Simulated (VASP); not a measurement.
# HoAuF4 (P4/mmm) in VASP: further runs

HoAuF4 is run at these levels: PBE; tasks: relaxation of cell and atoms.

Everything below comes from runs of VASP 6.6.1. Logs are shortened: lines on timing, memory, paths and dates and some standing lists are left out, and cuts for length are marked.

**1. The cell of the first run**

The structure is tetragonal, space group P4/mmm (No. 123). The conventional cell has a = 3.526 Å, b = 3.526 Å, c = 5.938 Å, α = 90.00°, β = 90.00°, γ = 90.00°. Within 3.1 Å of Ho (site symmetry 4/mmm) lie 10 F at 2.34 to 2.57 Å. Within 3.1 Å of Au (site symmetry 4/mmm) lie 10 F at 2.35 to 2.57 Å. F (site symmetry 4mm) has 1 F at 1.23 Å within 1.7 Å. Within 1.7 Å of F (site symmetry 4mm) lie 1 F at 1.25 Å.

The cell was generated, and may not be a known phase.

**2. Relaxation of cell and atoms, PBE**

The input, INCAR:

```
ALGO = Normal
EDIFF = 1E-7
EDIFFG = -0.08
ENCUT = 600
GGA = PE
GGA_COMPAT = F
IBRION = 2
ISIF = 3
ISMEAR = 0
LASPH = T
LCHARG = F
LMAXMIX = 6
LREAL = F
LWAVE = F
NELM = 200
NELMIN = 4
NSW = 36
PREC = Accurate
SIGMA = 0.15
```

The input, KPOINTS:

```
k-points
0
Gamma
  3 3 2
```

The input, POSCAR:

```
HoAuF4
1.0
    3.5257761200      0.0000000000      0.0000000000
    0.0000000000      3.5257761200      0.0000000000
    0.0000000000      0.0000000000      5.9380955200
Ho Au F
1 1 4
Direct
    0.5000000000      0.5000000000      0.5000000000
    0.0000000000      0.0000000000      0.0000000000
    0.0000000000      0.0000000000      0.6038380300
    0.5000000000      0.5000000000      0.1051980000
    0.5000000000      0.5000000000      0.8948020000
    0.0000000000      0.0000000000      0.3961619700
```

Potentials or basis: VASP PAW PBE potentials, release 64 (Ho_3, Au, F), 4f in core.

Started as:

```console
> cat potpaw_PBE.64/Ho_3/POTCAR potpaw_PBE.64/Au/POTCAR potpaw_PBE.64/F/POTCAR > POTCAR
> mpirun -np 1 vasp_std > vasp.out
```

OUTCAR:

```text
EDIFF = 1E-7
   EDIFFG = -0.08
   ENCUT = 600
   GGA = PE
   IBRION = 2
   ISIF = 3
   ISMEAR = 0
   LASPH = T
   LREAL = F
   NELM = 200
   NELMIN = 4
   NSW = 36
   PREC = Accurate

 ion  position               nearest neighbor table
   1  0.500  0.500  0.500-   4 2.34   5 2.34   3 2.57   6 2.57   3 2.57   6 2.57   3 2.57   6 2.57
                             3 2.57   6 2.57
   2  0.000  0.000  0.000-   3 2.35   6 2.35   5 2.57   4 2.57   4 2.57   5 2.57   4 2.57   5 2.57
                             4 2.57   5 2.57
   3  0.000  0.000  0.604-   6 1.23   2 2.35   1 2.57   1 2.57   1 2.57   1 2.57
   4  0.500  0.500  0.105-   5 1.25   1 2.34   2 2.57   2 2.57   2 2.57   2 2.57
   5  0.500  0.500  0.895-   4 1.25   1 2.34   2 2.57   2 2.57   2 2.57   2 2.57
   6  0.000  0.000  0.396-   3 1.23   2 2.35   1 2.57   1 2.57   1 2.57   1 2.57

  LATTYP: Found a simple tetragonal cell.
 ALAT       =     3.5257761200
 C/A-ratio  =     1.6841952858

  Lattice vectors:

 A1 = (   3.5257761200,   0.0000000000,   0.0000000000)
 A2 = (   0.0000000000,   3.5257761200,   0.0000000000)
 A3 = (   0.0000000000,   0.0000000000,   5.9380955200)

Analysis of symmetry for initial positions (statically):
=====================================================================
 Subroutine PRICEL returns:
 Original cell was already a primitive cell.

 Routine SETGRP: Setting up the symmetry group for a
 simple tetragonal supercell.

 Subroutine GETGRP returns: Found 16 space group operations
 (whereof 16 operations were pure point group operations)
 out of a pool of 16 trial point group operations.

The static configuration has the point symmetry D_4h.

Analysis of symmetry for dynamics (positions and initial velocities):
=====================================================================
 Subroutine PRICEL returns:
 Original cell was already a primitive cell.

 Routine SETGRP: Setting up the symmetry group for a
 simple tetragonal supercell.

 Subroutine GETGRP returns: Found 16 space group operations
 (whereof 16 operations were pure point group operations)
 out of a pool of 16 trial point group operations.

The dynamic configuration has the point symmetry D_4h.

 Subroutine INISYM returns: Found 16 space group operations
 (whereof 16 operations are pure point group operations),
 and found     1 'primitive' translations

----------------------------------------------------------------------------------------

                                     Primitive cell

  volume of cell :      73.8170

  direct lattice vectors                    reciprocal lattice vectors
     3.525776120  0.000000000  0.000000000     0.283625496  0.000000000  0.000000000
     0.000000000  3.525776120  0.000000000     0.000000000  0.283625496  0.000000000
     0.000000000  0.000000000  5.938095520     0.000000000  0.000000000  0.168404162

  length of vectors
     3.525776120  3.525776120  5.938095520     0.283625496  0.283625496  0.168404162

  position of ions in fractional coordinates (direct lattice)
     0.500000000  0.500000000  0.500000000
     0.000000000  0.000000000  0.000000000
     0.000000000  0.000000000  0.603838030
     0.500000000  0.500000000  0.105198000
     0.500000000  0.500000000  0.894802000
     0.000000000  0.000000000  0.396161970

  ion indices of the primitive-cell ions
   primitive index   ion index
                 1           1
                 2           2
                 3           3
                 4           4
                 5           5
                 6           6

----------------------------------------------------------------------------------------

 KPOINTS: k-points

Automatic generation of k-mesh.
 Grid dimensions read from file:
 generate k-points for:    3    3    2

 Generating k-lattice:

  Cartesian coordinates                     Fractional coordinates (reciprocal lattice)
     0.094541832  0.000000000  0.000000000     0.333333333  0.000000000  0.000000000
     0.000000000  0.094541832  0.000000000     0.000000000  0.333333333  0.000000000
     0.000000000  0.000000000  0.084202081     0.000000000  0.000000000  0.500000000

  Length of vectors
     0.094541832  0.094541832  0.084202081

  Shift w.r.t. Gamma in fractional coordinates (k-lattice)
     0.000000000  0.000000000  0.000000000

 Subroutine IBZKPT returns following result:
 ===========================================

 Found      6 irreducible k-points:

 Following reciprocal coordinates:
            Coordinates               Weight
  0.000000  0.000000  0.000000      1.000000
  0.333333  0.000000  0.000000      4.000000
  0.333333  0.333333  0.000000      4.000000
  0.000000  0.000000  0.500000      1.000000
  0.333333  0.000000  0.500000      4.000000
  0.333333  0.333333  0.500000      4.000000
   k-points           NKPTS =      6   k-points in BZ     NKDIM =      6   number of bands    NBANDS=     28
   number of dos      NEDOS =    301   number of ions     NIONS =      6
   total plane-waves  NPLWV =  37632
   dimension x,y,z NGX =    28 NGY =   28 NGZ =   48
   dimension x,y,z NGXF=    56 NGYF=   56 NGZF=   96
   ions per type =               1   1   4
   NGX,Y,Z   is equivalent  to a cutoff of  13.20, 13.20, 13.44 a.u.
   NGXF,Y,Z  is equivalent  to a cutoff of  26.40, 26.40, 26.88 a.u.
 SYSTEM =  unknown system
   PREC   = accura    normal or accurate (medium, high low for compatibility)
   ISTART =      0    job   : 0-new  1-cont  2-samecut
   ICHARG =      2    charge: 1-file 2-atom 10-const
   ISPIN  =      1    spin polarized calculation?
   LNONCOLLINEAR =      F non collinear calculations
   LSORBIT =      F    spin-orbit coupling
   LASPH  =      T    aspherical Exc in radial PAW
   ENCUT  =  600.0 eV  44.10 Ry    6.64 a.u.   7.04  7.04 11.86*2*pi/ulx,y,z
   NELM   =    200;   NELMIN=  4; NELMDL= -5     # of ELM steps
   EDIFF  = 0.1E-06   stopping-criterion for ELM
   LREAL  =      F    real-space projection
   EDIFFG = -.8E-01   stopping-criterion for IOM
   NSW    =     36    number of steps for IOM
   IBRION =      2    ionic relax: 0-MD 1-quasi-New 2-CG
   NFREE  =      1    steps in history (QN), initial steepest desc. (CG)
   ISIF   =      3    stress and relaxation
   ISYM   =      2    0-nonsym 1-usesym 2-fastsym
   POTIM  = 0.5000    time-step for ionic-motion
   TEBEG  =    0.0;   TEEND  =   0.0 temperature during run
   PSTRESS=    0.0 pullay stress
   NELECT =      48.0000    total number of electrons
   NUPDOWN=      -1.0000    fix difference up-down
   EMIN   =  10.00;   EMAX   =-10.00  energy-range for DOS
   EFERMI =   0.00;   METHOD = LEGACY
   ISMEAR =     0;   SIGMA  =   0.15  broadening in eV -4-tet -1-fermi 0-gaus
   EFERMI_NEDOS =   21; number of points for ismear=-14 and -15
   IALGO  =     38    algorithm
   IMIX   =      4    mixing-type and parameters
     AMIX     =   0.40;   BMIX     =  1.00
     AMIX_MAG =   1.60;   BMIX_MAG =  1.00
  volume/ion in A,a.u.               =      12.30        83.02
  Fermi-wavevector in a.u.,A,eV,Ry     =   1.418305  2.680208 27.369339  2.011590
  Thomas-Fermi vector in A             =   2.539445
   LORBIT       =      0    0 simple, 1 ext, 2 COOP (PROOUT), +10 PAW based schemes
   GGA     = PE    functional components
   LHFCALC =     F    Hartree Fock is set to
   AEXX    =    0.0000 exact exchange contribution
   IVDW    =     0    specifies the selected vdW correction
   LEPSILON=     F    determine dielectric tensor
   LRPA    =     F    only Hartree local field effects (RPA)
 conjugate gradient relaxation of ions
 non-spin polarized calculation
 Gauss-broadening in eV      SIGMA  =   0.15
  energy-cutoff  :      600.00
  volume of cell :       73.82
 maximum number of plane-waves:      2472
   NGX = 15   NGY = 15   NGZ = 23

--------------------------------------- Ionic step        1  -------------------------------------------

 number of electron      48.0000043 magnetization

 Free energy of the ion-electron system (eV)
  ---------------------------------------------------
  ext. energy  EPLUGINS =         0.00000000
  ---------------------------------------------------
  free energy    TOTEN  =        -5.50617467 eV

  energy without entropy =       -5.44390438  energy(sigma->0) =       -5.47503953

 E-fermi :   6.4188     XC(G=0): -11.2790

 val. band max:        6.3861560905   @ k =   0.3333   0.0000   0.0000
 cond. band min:       6.4554913535   @ k =   0.3333   0.0000   0.0000
 fundamental gap:      0.0693352630
 Fermi energy:         6.4187689799

 k-point     1 :       0.0000    0.0000    0.0000
  band No.  band energies     occupation
      1     -28.7271      2.00000
      2     -26.0505      2.00000
      3     -19.6462      2.00000
      4     -19.0950      2.00000
      5     -19.0950      2.00000
      6     -18.0379      2.00000
[... 288 lines left out ...]
  FREE ENERGIE OF THE ION-ELECTRON SYSTEM (eV)
  ---------------------------------------------------
  free  energy   TOTEN  =       -23.4573650954 eV

  energy  without entropy=      -23.4067404270  energy(sigma->0) =      -23.43205276

 E-fermi :   1.2992     XC(G=0):  -9.7400

 val. band max:        1.2233471679   @ k =   0.3333   0.3333   0.5000
 cond. band min:       1.4000954066   @ k =   0.0000   0.0000   0.5000
 fundamental gap:      0.1767482387
 Fermi energy:         1.2992347410

 k-point     1 :       0.0000    0.0000    0.0000
  band No.  band energies     occupation
      1     -23.9696      2.00000
      2     -23.9696      2.00000
      3     -23.7020      2.00000
      4     -21.4890      2.00000
      5     -21.1216      2.00000
      6     -19.6981      2.00000
[... 175 lines left out ...]
     27       4.5733      0.00000
     28       5.1925      0.00000

[... ionic steps 4 to 17 ...]

--------------------------------------- Ionic step       18  -------------------------------------------

 number of electron      48.0000017 magnetization

------------------------ aborting loop because EDIFF is reached ----------------------------------------

  FORCE on cell =-STRESS in cart. coord.  units (eV):
  Direction    XX          YY          ZZ          XY          YZ          ZX
  --------------------------------------------------------------------------------------
  -------------------------------------------------------------------------------------
  Total        0.0970755      0.0970755      0.0559775      0.0000000     -0.0000000      0.0000000
  in kB        1.9506260      1.9506260      1.1248062      0.0000000     -0.0000000      0.0000000
  external PRESSURE =       1.6753528 kB  Pullay stress =       0.0000000 kB
[... 65 lines left out ...]
  energy  without entropy=      -28.3923503255  energy(sigma->0) =      -28.40087940

--------------------------------------- Ionic step       20  -------------------------------------------

 number of electron      48.0000025 magnetization

 Free energy of the ion-electron system (eV)
  ---------------------------------------------------
  ext. energy  EPLUGINS =         0.00000000
  ---------------------------------------------------
  free energy    TOTEN  =       -28.41039829 eV

  energy without entropy =      -28.39323904  energy(sigma->0) =      -28.40181866

 E-fermi :   2.8378     XC(G=0): -10.7904

 val. band max:        2.7015376335   @ k =   0.3333   0.3333   0.5000
 cond. band min:       2.9128686565   @ k =   0.0000   0.0000   0.5000
 fundamental gap:      0.2113310230
 Fermi energy:         2.8377566186

 k-point     1 :       0.0000    0.0000    0.0000
  band No.  band energies     occupation
      1     -22.1676      2.00000
      2     -21.3041      2.00000
      3     -21.3041      2.00000
      4     -21.0415      2.00000
      5     -19.7428      2.00000
      6     -18.9937      2.00000
[... 208 lines left out ...]
  FREE ENERGIE OF THE ION-ELECTRON SYSTEM (eV)
  ---------------------------------------------------
  free  energy   TOTEN  =       -28.4103982877 eV

  energy  without entropy=      -28.3932390415  energy(sigma->0) =      -28.40181866

 reached required accuracy - stopping structural energy minimisation
```

It took 3.9 min on 1 thread of Intel Xeon Platinum 8559C (Emerald Rapids), shared host; peak memory 0.21 GiB.

What came out:

| Quantity | Value |
| --- | --- |
| Free energy | -28.4104 eV |
| Relaxed volume | 13.29 Å³/atom |
| Relaxed cell | a = 3.349 Å, b = 3.349 Å, c = 7.113 Å, α = 90.00°, β = 90.00°, γ = 90.00° |
| Space group after relaxing (to 0.1 Å) | P4/mmm (No. 123) |
| Pressure after relaxing | 0.1 GPa |
| Largest force after relaxing | 0.050 eV/Å |
| Band gap on the k mesh | 0.21 eV (least direct gap 0.43 eV) |

Forces on the atoms (eV/Å):
```
Ho   0.000  0.000  0.000
Au   0.000  0.000  0.000
F    0.000  0.000  0.030
F    0.000  0.000 -0.050
F    0.000  0.000  0.050
F    0.000  0.000 -0.030
```

Stress tensor (GPa, compression positive):
```
-0.21  0.00  0.00
 0.00 -0.21  0.00
 0.00  0.00  0.75
```

Final structure:
```
CELL_PARAMETERS angstrom
3.34854 0.00000 0.00000
0.00000 3.34854 0.00000
0.00000 0.00000 7.11271
ATOMIC_POSITIONS crystal
Ho 0.50000 0.50000 0.50000
Au 0.00000 0.00000 0.00000
F 0.00000 0.00000 0.65041
F 0.50000 0.50000 0.20391
F 0.50000 0.50000 0.79609
F 0.00000 0.00000 0.34959
```

Caveat: the k points lie up to 0.63 Å⁻¹ apart in the final cell; the standard files for N, O and F lose accuracy on very short bonds; a cell axis changed by over 15 % at a fixed basis, so the end point is rough; spin-orbit coupling is left out, which moves the levels of the heavy elements; the 4f electrons are frozen in the core, so they carry no moment and show no levels; the relaxation stopped at a loose force limit of 0.08 eV/Å, so its end isn't a converged minimum. A k mesh can miss the band edges.

(Continued in part 2 of 2.)
